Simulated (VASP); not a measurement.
# Sb (Pm-3n) in VASP: a series of runs

The runs below take Sb through single point, relaxation of cell and atoms, with LDA.

Program: VASP 6.6.1. These are calculated values, not measurements. Logs are shortened: lines on timing, memory, paths and dates and some standing lists are left out, and cuts for length are marked.

**1. The cell of the first run**

It takes space group Pm-3n (No. 223, cubic). Conventional cell: a = 5.940 Å, b = 5.940 Å, c = 5.940 Å, α = 90.00°, β = 90.00°, γ = 90.00°. Sb (site symmetry m-3) has 12 Sb at 3.32 Å within 4.4 Å. Sb (site symmetry -4m2) has 14 Sb at 2.97 to 3.64 Å within 3.9 Å.

**2. Single point, LDA**

Contents of INCAR:

```
PREC = Accurate
ENCUT = 520
EDIFF = 1E-6
ISMEAR = -1
SIGMA = 0.1
LREAL = False
LASPH = True
NELM = 100
ALGO = Normal
ISIF = 2
LWAVE = False
LCHARG = False
GGA = CA
NBANDS = 30
```

Contents of KPOINTS:

```
Automatic mesh
0
Gamma
  4 4 4
```

Contents of POSCAR:

```
Sb
1.0
    5.9398638132      0.0000000000      0.0000000000
    0.0000000000      5.9398638132      0.0000000000
    0.0000000000      0.0000000000      5.9398638132
Sb
8
Direct
    1.0000000000      1.0000000000      0.0000000000
    0.5000000000      0.5000000000      0.5000000000
    0.2500000000      1.0000000000      0.5000000000
    0.7500000000      1.0000000000      0.5000000000
    0.5000000000      0.2500000000      0.0000000000
    0.5000000000      0.7500000000      0.0000000000
    0.0000000000      0.5000000000      0.2500000000
    0.0000000000      0.5000000000      0.7500000000
```

Potentials or basis: VASP PAW LDA potentials, release 64 (Sb).

The run is started by

```sh
$ cat potpaw_LDA.64/Sb/POTCAR > POTCAR
$ mpirun -np 1 vasp_std > vasp.out
```

OUTCAR:

```text
PREC = Accurate
   ENCUT = 520
   EDIFF = 1E-6
   ISMEAR = -1
   LREAL = False
   LASPH = True
   NELM = 100
   ISIF = 2
   GGA = CA

 ion  position               nearest neighbor table
   1  0.000  0.000  0.000-   3 3.32   4 3.32   5 3.32   6 3.32   7 3.32   8 3.32   3 3.32   4 3.32
                             7 3.32   8 3.32   5 3.32   6 3.32
   2  0.500  0.500  0.500-   3 3.32   4 3.32   5 3.32   6 3.32   7 3.32   8 3.32   5 3.32   6 3.32
                             3 3.32   4 3.32   7 3.32   8 3.32
   3  0.250  0.000  0.500-   4 2.97   4 2.97   1 3.32   1 3.32   2 3.32   2 3.32   8 3.64   5 3.64
                             5 3.64   6 3.64   6 3.64   7 3.64   8 3.64   7 3.64
   4  0.750  0.000  0.500-   3 2.97   3 2.97   1 3.32   1 3.32   2 3.32   2 3.32   8 3.64   5 3.64
                             5 3.64   6 3.64   6 3.64   7 3.64   8 3.64   7 3.64
   5  0.500  0.250  0.000-   6 2.97   6 2.97   1 3.32   2 3.32   2 3.32   1 3.32   8 3.64   4 3.64
                             3 3.64   4 3.64   3 3.64   7 3.64   7 3.64   8 3.64
   6  0.500  0.750  0.000-   5 2.97   5 2.97   1 3.32   2 3.32   2 3.32   1 3.32   8 3.64   4 3.64
                             3 3.64   4 3.64   3 3.64   7 3.64   7 3.64   8 3.64
   7  0.000  0.500  0.250-   8 2.97   8 2.97   1 3.32   2 3.32   1 3.32   2 3.32   3 3.64   4 3.64
                             5 3.64   3 3.64   4 3.64   6 3.64   5 3.64   6 3.64
   8  0.000  0.500  0.750-   7 2.97   7 2.97   1 3.32   2 3.32   1 3.32   2 3.32   3 3.64   4 3.64
                             5 3.64   3 3.64   4 3.64   6 3.64   5 3.64   6 3.64

  LATTYP: Found a simple cubic cell.
 ALAT       =     5.9398638132

  Lattice vectors:

 A1 = (   5.9398638132,   0.0000000000,   0.0000000000)
 A2 = (   0.0000000000,   5.9398638132,   0.0000000000)
 A3 = (   0.0000000000,   0.0000000000,   5.9398638132)

Analysis of symmetry for initial positions (statically):
=====================================================================
 Subroutine PRICEL returns:
 Original cell was already a primitive cell.

 Routine SETGRP: Setting up the symmetry group for a
 simple cubic supercell.

 Subroutine GETGRP returns: Found 48 space group operations
 (whereof 24 operations were pure point group operations)
 out of a pool of 48 trial point group operations.

The static configuration has the point symmetry T_h .
 The point group associated with its full space group is O_h .

Analysis of symmetry for dynamics (positions and initial velocities):
=====================================================================
 Subroutine PRICEL returns:
 Original cell was already a primitive cell.

[... 112 lines left out ...]
   ISYM   =      2    0-nonsym 1-usesym 2-fastsym
   POTIM  = 0.5000    time-step for ionic-motion
   TEBEG  =    0.0;   TEEND  =   0.0 temperature during run
   PSTRESS=    0.0 pullay stress
   NELECT =      40.0000    total number of electrons
   NUPDOWN=      -1.0000    fix difference up-down
   EMIN   =  10.00;   EMAX   =-10.00  energy-range for DOS
   EFERMI =   0.00;   METHOD = LEGACY
   ISMEAR =    -1;   SIGMA  =   0.10  broadening in eV -4-tet -1-fermi 0-gaus
   EFERMI_NEDOS =   21; number of points for ismear=-14 and -15
   IALGO  =     38    algorithm
   IMIX   =      4    mixing-type and parameters
     AMIX     =   0.40;   BMIX     =  1.00
     AMIX_MAG =   1.60;   BMIX_MAG =  1.00
  volume/ion in A,a.u.               =      26.20       176.78
  Fermi-wavevector in a.u.,A,eV,Ry     =   0.942580  1.781218 12.088199  0.888458
  Thomas-Fermi vector in A             =   2.070204
   LORBIT       =      0    0 simple, 1 ext, 2 COOP (PROOUT), +10 PAW based schemes
   GGA     = CA    functional components
   LHFCALC =     F    Hartree Fock is set to
   AEXX    =    0.0000 exact exchange contribution
   IVDW    =     0    specifies the selected vdW correction
   LEPSILON=     F    determine dielectric tensor
   LRPA    =     F    only Hartree local field effects (RPA)
 non-spin polarized calculation
  energy-cutoff  :      520.00
  volume of cell :      209.57
 maximum number of plane-waves:      5660
 NGX is ok and might be reduce to    48
   NGX = 23   NGY = 23   NGZ = 23

 number of electron      40.0000005 magnetization

 Free energy of the ion-electron system (eV)
  ---------------------------------------------------
  ext. energy  EPLUGINS =         0.00000000
  ---------------------------------------------------
  free energy    TOTEN  =       -35.72482264 eV

  energy without entropy =      -35.46166640  energy(sigma->0) =      -35.59324452

 E-fermi :   8.7807     XC(G=0): -10.4845

 val. band max:        8.6908302345   @ k =   0.2500   0.2500   0.0000
 cond. band min:       8.8040339544   @ k =   0.2500   0.0000   0.0000
 fundamental gap:      0.1132037199
 Fermi energy:         8.7806861048

 k-point     1 :       0.0000    0.0000    0.0000
  band No.  band energies     occupation
      1      -4.4389      2.00000
      2      -1.2873      2.00000
      3      -1.2873      2.00000
      4      -0.9999      2.00000
      5       0.5715      2.00000
      6       0.5715      2.00000
[... 319 lines left out ...]
     29       9.4394      0.00275
     30       9.4394      0.00275

------------------------ aborting loop because EDIFF is reached ----------------------------------------

  FORCE on cell =-STRESS in cart. coord.  units (eV):
  Direction    XX          YY          ZZ          XY          YZ          ZX
  --------------------------------------------------------------------------------------
  -------------------------------------------------------------------------------------
  Total        0.1607725      0.1607725      0.1607725     -0.0000000      0.0000000      0.0000000
  in kB        1.2291161      1.2291161      1.2291161     -0.0000000      0.0000000      0.0000000
  external PRESSURE =       1.2291161 kB  Pullay stress =       0.0000000 kB

 VOLUME and BASIS-vectors are now :
 -----------------------------------------------------------------------------
  energy-cutoff  :      520.00
  volume of cell :      209.57
      direct lattice vectors                 reciprocal lattice vectors
     5.939863813  0.000000000  0.000000000     0.168354028  0.000000000  0.000000000
     0.000000000  5.939863813  0.000000000     0.000000000  0.168354028  0.000000000
     0.000000000  0.000000000  5.939863813     0.000000000  0.000000000  0.168354028

 POSITION                                       TOTAL-FORCE (eV/Angst)
 -----------------------------------------------------------------------------------
      0.00000      0.00000      0.00000        -0.000000     -0.000000     -0.000000
      2.96993      2.96993      2.96993        -0.000000     -0.000000     -0.000000
      1.48497      0.00000      2.96993         0.000000     -0.000000     -0.000000
      4.45490      0.00000      2.96993        -0.000000      0.000000     -0.000000
      2.96993      1.48497      0.00000        -0.000000     -0.000000      0.000000
      2.96993      4.45490      0.00000         0.000000      0.000000      0.000000
      0.00000      2.96993      1.48497        -0.000000     -0.000000     -0.000000
      0.00000      2.96993      4.45490        -0.000000      0.000000      0.000000
 -----------------------------------------------------------------------------------
    total drift:                               -0.000000     -0.000000      0.000000

  FREE ENERGIE OF THE ION-ELECTRON SYSTEM (eV)
  ---------------------------------------------------
  free  energy   TOTEN  =       -35.7248226424 eV

  energy  without entropy=      -35.4616664021  energy(sigma->0) =      -35.59324452
```

OSZICAR:

```text
N       E                     dE             d eps       ncg     rms          rms(c)
DAV:   1     0.208254847957E+03    0.20825E+03   -0.13324E+04   600   0.106E+03
DAV:   2    -0.198710676532E+02   -0.22813E+03   -0.22310E+03   762   0.184E+02
DAV:   3    -0.354978812947E+02   -0.15627E+02   -0.15169E+02   720   0.530E+01
DAV:   4    -0.358077848892E+02   -0.30990E+00   -0.30389E+00   696   0.751E+00
DAV:   5    -0.358117894314E+02   -0.40045E-02   -0.40021E-02   722   0.103E+00    0.553E+00
DAV:   6    -0.357532406430E+02    0.58549E-01   -0.28923E-02   710   0.624E-01    0.315E+00
DAV:   7    -0.357250055562E+02    0.28235E-01   -0.40619E-02   646   0.721E-01    0.878E-02
DAV:   8    -0.357249019631E+02    0.10359E-03   -0.20974E-03   686   0.182E-01    0.861E-02
DAV:   9    -0.357248334610E+02    0.68502E-04   -0.77073E-05   704   0.371E-02    0.338E-02
DAV:  10    -0.357248228840E+02    0.10577E-04   -0.13914E-05   672   0.148E-02    0.604E-03
DAV:  11    -0.357248226424E+02    0.24160E-06   -0.93249E-07   330   0.437E-03
   1 F= -.35724823E+02 E0= -.35593245E+02  d E =-.263156E+00
```

It took 40 s on 1 thread of Intel Xeon Platinum 8259CL at 2.50GHz (Skylake/Cascade Lake), shared host; peak memory 0.26 GiB.

What came out:

```
Free energy            : -35.7248 eV
Pressure               : 0.1 GPa
Band gap on the k mesh : zero (band 20 reaches 8.87 eV, above the bottom of band 21 at 8.66 eV)
```

Caveat: spin-orbit coupling is left out, which moves the levels of the heavy elements.

**3. Single point, LDA**

Contents of INCAR:

```
SYSTEM = Sb
ALGO = Normal
EDIFF = 1E-7
ENCUT = 520
ISIF = 2
ISMEAR = -1
LASPH = .True.
LCHARG = .False.
LREAL = .False.
LWAVE = .False.
NBANDS = 30
NELM = 80
PREC = Accurate
SIGMA = 0.1
```

Contents of KPOINTS:

```
k-points
0
Gamma
  6 6 6
  0 0 0
```

POSCAR is that of step 2.

Potentials or basis: VASP PAW LDA potentials, release 64 (Sb).

The run is started by

```sh
$ cat potpaw_LDA.64/Sb/POTCAR > POTCAR
$ mpirun -np 1 vasp_std > vasp.out
```

Run time: 1.8 min. Hardware: 1 thread of Intel Xeon Platinum 8259CL at 2.50GHz (Skylake/Cascade Lake), shared host; peak memory 0.29 GiB.

Results (log left out):

- Free energy: -35.7884 eV
- Pressure: 0.0 GPa
- Band gap on the k mesh: zero (band 20 reaches 9.02 eV, above the bottom of band 21 at 8.43 eV)

Levels at points of the mesh, in eV from the Fermi level:
| k point | band 16 | band 17 | band 18 | band 19 | band 20 | band 21 | band 22 | band 23 | band 24 | band 25 |
| --- | --- | --- | --- | --- | --- | --- | --- | --- | --- | --- |
| (0.00, 0.00, 0.00) | -3.11 | -2.28 | -1.78 | -1.78 | -1.78 | 0.77 | 0.77 | 0.77 | 1.22 | 1.22 |
| (0.50, 0.00, 0.00) | -2.27 | -1.41 | -1.41 | -0.83 | -0.83 | 0.31 | 0.31 | 1.21 | 1.21 | 1.38 |
| (0.50, 0.50, 0.00) | -1.55 | -1.33 | -1.33 | -0.63 | -0.34 | 0.52 | 0.56 | 1.31 | 1.31 | 1.61 |
| (0.50, 0.50, 0.50) | -1.47 | 0.02 | 0.02 | 0.02 | 0.02 | 0.02 | 0.02 | 0.07 | 0.07 | 0.07 |

Caveat: spin-orbit coupling is left out, which moves the levels of the heavy elements.

**4. Relaxation of cell and atoms, LDA**

This run uses another cell than the first one, of 27.18 Å³/atom, 1.038 times its volume.

Contents of INCAR:

```
  PREC = Accurate
  ENCUT = 600
  EDIFF = 1E-6
  ISMEAR = -1
  SIGMA = 0.1
  LREAL = False
  LASPH = True
  NELM = 80
  ALGO = Normal
  ISIF = 3
  LWAVE = False
  LCHARG = False
  GGA = CA
  IBRION = 2
  NSW = 80
  EDIFFG = -0.01
```

Contents of KPOINTS:

```
Automatic mesh
0
Gamma
  4 4 4
```

Contents of POSCAR:

```
Sb
1.0
    6.0135035706      0.0000000000      0.0000000000
    0.0000000000      6.0135035706      0.0000000000
    0.0000000000      0.0000000000      6.0135035706
Sb
8
Direct
    0.0000000000      0.0000000000      0.0000000000
    0.5000000000      0.5000000000      0.5000000000
    0.2500000000      0.0000000000      0.5000000000
    0.7500000000      0.0000000000      0.5000000000
    0.5000000000      0.2500000000      0.0000000000
    0.5000000000      0.7500000000      0.0000000000
    0.0000000000      0.5000000000      0.2500000000
    0.0000000000      0.5000000000      0.7500000000
```

Potentials or basis: VASP PAW LDA potentials, release 64 (Sb).

The run is started by

```sh
$ cat potpaw_LDA.64/Sb/POTCAR > POTCAR
$ mpirun -np 1 vasp_std > vasp.out
```

OUTCAR:

```text
PREC = Accurate
   ENCUT = 600
   EDIFF = 1E-6
   ISMEAR = -1
   LREAL = False
   LASPH = True
   NELM = 80
   ISIF = 3
   GGA = CA
   IBRION = 2
   NSW = 80
   EDIFFG = -0.01

 ion  position               nearest neighbor table
   1  0.000  0.000  0.000-   3 3.36   4 3.36   5 3.36   6 3.36   7 3.36   8 3.36   3 3.36   4 3.36
                             7 3.36   8 3.36   5 3.36   6 3.36
   2  0.500  0.500  0.500-   3 3.36   4 3.36   5 3.36   6 3.36   7 3.36   8 3.36   5 3.36   6 3.36
                             3 3.36   4 3.36   7 3.36   8 3.36
   3  0.250  0.000  0.500-   4 3.01   4 3.01   1 3.36   1 3.36   2 3.36   2 3.36   8 3.68   5 3.68
                             5 3.68   6 3.68   6 3.68   7 3.68   8 3.68   7 3.68
   4  0.750  0.000  0.500-   3 3.01   3 3.01   1 3.36   1 3.36   2 3.36   2 3.36   8 3.68   5 3.68
                             5 3.68   6 3.68   6 3.68   7 3.68   8 3.68   7 3.68
   5  0.500  0.250  0.000-   6 3.01   6 3.01   1 3.36   2 3.36   2 3.36   1 3.36   8 3.68   4 3.68
                             3 3.68   4 3.68   3 3.68   7 3.68   7 3.68   8 3.68
   6  0.500  0.750  0.000-   5 3.01   5 3.01   1 3.36   2 3.36   2 3.36   1 3.36   8 3.68   4 3.68
                             3 3.68   4 3.68   3 3.68   7 3.68   7 3.68   8 3.68
   7  0.000  0.500  0.250-   8 3.01   8 3.01   1 3.36   2 3.36   1 3.36   2 3.36   3 3.68   4 3.68
                             5 3.68   3 3.68   4 3.68   6 3.68   5 3.68   6 3.68
   8  0.000  0.500  0.750-   7 3.01   7 3.01   1 3.36   2 3.36   1 3.36   2 3.36   3 3.68   4 3.68
                             5 3.68   3 3.68   4 3.68   6 3.68   5 3.68   6 3.68

  LATTYP: Found a simple cubic cell.
 ALAT       =     6.0135035706

  Lattice vectors:

[... 174 lines left out ...]
  ---------------------------------------------------
  free energy    TOTEN  =       -35.67157958 eV

  energy without entropy =      -35.41134006  energy(sigma->0) =      -35.54145982

------------------------ aborting loop because EDIFF is reached ----------------------------------------

  FORCE on cell =-STRESS in cart. coord.  units (eV):
  Direction    XX          YY          ZZ          XY          YZ          ZX
  --------------------------------------------------------------------------------------
  -------------------------------------------------------------------------------------
  Total       -2.9645595     -2.9645595     -2.9645595     -0.0000000     -0.0000000     -0.0000000
  in kB      -21.8417804    -21.8417804    -21.8417804     -0.0000000     -0.0000000     -0.0000000
  external PRESSURE =     -21.8417804 kB  Pullay stress =       0.0000000 kB
[... 71 lines left out ...]
--------------------------------------- Ionic step        3  -------------------------------------------

 number of electron      40.0000006 magnetization

 Free energy of the ion-electron system (eV)
  ---------------------------------------------------
  ext. energy  EPLUGINS =         0.00000000
  ---------------------------------------------------
  free energy    TOTEN  =       -35.72434356 eV

  energy without entropy =      -35.46318220  energy(sigma->0) =      -35.59376288

 E-fermi :   8.7561     XC(G=0): -10.4763

 val. band max:        8.6662787969   @ k =   0.2500   0.2500   0.0000
 cond. band min:       8.7797275848   @ k =   0.2500   0.0000   0.0000
 fundamental gap:      0.1134487880
 Fermi energy:         8.7560725259

 k-point     1 :       0.0000    0.0000    0.0000
  band No.  band energies     occupation
      1      -4.4494      2.00000
      2      -1.3067      2.00000
      3      -1.3067      2.00000
      4      -1.0190      2.00000
      5       0.5503      2.00000
      6       0.5503      2.00000
[... 304 lines left out ...]
  FREE ENERGIE OF THE ION-ELECTRON SYSTEM (eV)
  ---------------------------------------------------
  free  energy   TOTEN  =       -35.7243435606 eV

  energy  without entropy=      -35.4631821968  energy(sigma->0) =      -35.59376288

 reached required accuracy - stopping structural energy minimisation
```

CONTCAR:

```text
Sb
   1.00000000000000
     5.9436382434498656    0.0000000000000000   -0.0000000000000000
    -0.0000000000000000    5.9436382434498656   -0.0000000000000000
     0.0000000000000000   -0.0000000000000000    5.9436382434498656
  Sb
     8
Direct
     0.0000000000000000    0.0000000000000000    0.0000000000000000
     0.5000000000000000    0.5000000000000000    0.5000000000000000
     0.2500000000000000    0.0000000000000000    0.5000000000000000
     0.7500000000000000    0.0000000000000000    0.5000000000000000
     0.5000000000000000    0.2500000000000000    0.0000000000000000
     0.5000000000000000    0.7500000000000000    0.0000000000000000
     0.0000000000000000    0.5000000000000000    0.2500000000000000
     0.0000000000000000    0.5000000000000000    0.7500000000000000

  0.00000000E+00  0.00000000E+00  0.00000000E+00
  0.00000000E+00  0.00000000E+00  0.00000000E+00
  0.00000000E+00  0.00000000E+00  0.00000000E+00
  0.00000000E+00  0.00000000E+00  0.00000000E+00
  0.00000000E+00  0.00000000E+00  0.00000000E+00
  0.00000000E+00  0.00000000E+00  0.00000000E+00
  0.00000000E+00  0.00000000E+00  0.00000000E+00
  0.00000000E+00  0.00000000E+00  0.00000000E+00
```

Run time: 1.8 min. Hardware: 1 thread of AMD EPYC 7R13 (Zen 3), shared host; peak memory 0.25 GiB.

Results:

```yaml
Free_energy: -35.7243 eV
Relaxed_volume: 26.25 Å³/atom
Relaxed_cell: a = 5.944 Å, b = 5.944 Å, c = 5.944 Å, α = 90.00°, β = 90.00°, γ = 90.00°
Space_group_after_relaxing_to_0.05_Å: Pm-3n (No. 223)
Energy_gained_by_relaxing: 6.6 meV/atom
Ionic_steps: 3
Pressure_after_relaxing: 0.0 GPa
Band_gap_on_the_k_mesh: zero (band 20 reaches 8.84 eV, above the bottom of band 21 at 8.64 eV)
```

The path:
```csv
step,energy change (eV),largest force (eV/Å),pressure (GPa),volume (Å³)
1,0.0000,0.0000,-2.18,217.46
2,-0.0365,0.0000,1.34,206.01
3,-0.0528,0.0000,0.00,209.97
```

Final structure:
```cif
data_structure
_symmetry_space_group_name_H-M 'P 1'
_symmetry_Int_Tables_number 1
_cell_length_a 5.9436
_cell_length_b 5.9436
_cell_length_c 5.9436
_cell_angle_alpha 90.000
_cell_angle_beta 90.000
_cell_angle_gamma 90.000
_cell_volume 209.97
loop_
_atom_site_label
_atom_site_type_symbol
_atom_site_fract_x
_atom_site_fract_y
_atom_site_fract_z
_atom_site_occupancy
Sb1 Sb 0.00000 0.00000 0.00000 1
Sb2 Sb 0.50000 0.50000 0.50000 1
Sb3 Sb 0.25000 0.00000 0.50000 1
Sb4 Sb 0.75000 0.00000 0.50000 1
Sb5 Sb 0.50000 0.25000 0.00000 1
Sb6 Sb 0.50000 0.75000 0.00000 1
Sb7 Sb 0.00000 0.50000 0.25000 1
Sb8 Sb 0.00000 0.50000 0.75000 1
```

Levels at points of the mesh, in eV from the Fermi level:
| k point | band 18 | band 19 | band 20 | band 21 | band 22 | band 23 |
| --- | --- | --- | --- | --- | --- | --- |
| (0.00, 0.00, 0.00) | -1.75 | -1.75 | -1.75 | 0.80 | 0.80 | 0.80 |
| (0.50, 0.00, 0.00) | -1.38 | -0.81 | -0.81 | 0.34 | 0.34 | 1.23 |
| (0.50, 0.50, 0.00) | -1.31 | -0.60 | -0.32 | 0.54 | 0.59 | 1.33 |
| (0.50, 0.50, 0.50) | 0.05 | 0.05 | 0.05 | 0.05 | 0.05 | 0.09 |

Caveat: spin-orbit coupling is left out, which moves the levels of the heavy elements.

**5. Overview**

| task | cell | k mesh | cutoff (eV) | gap on the mesh (eV) | pressure (GPa) |
| --- | --- | --- | --- | --- | --- |
| single point | a = 5.940 Å, 8 atoms | 4 × 4 × 4 | 520 | none | 0.1 |
| single point | a = 5.940 Å, 8 atoms | 6 × 6 × 6 | 520 | none | 0.0 |
| relaxation of cell and atoms | relaxed from a = 6.014 Å, 8 atoms | 4 × 4 × 4 | 600 | none | 0.0 |

Alike in all rows: level LDA; potentials or basis VASP PAW LDA potentials, release 64 (Sb); no spin polarisation; smearing fermi-dirac 0.1 eV.

Caveats: spin-orbit coupling is left out, which moves the levels of the heavy elements.

Total energies depend on the potentials used, so only differences within one code and one set of settings carry meaning.
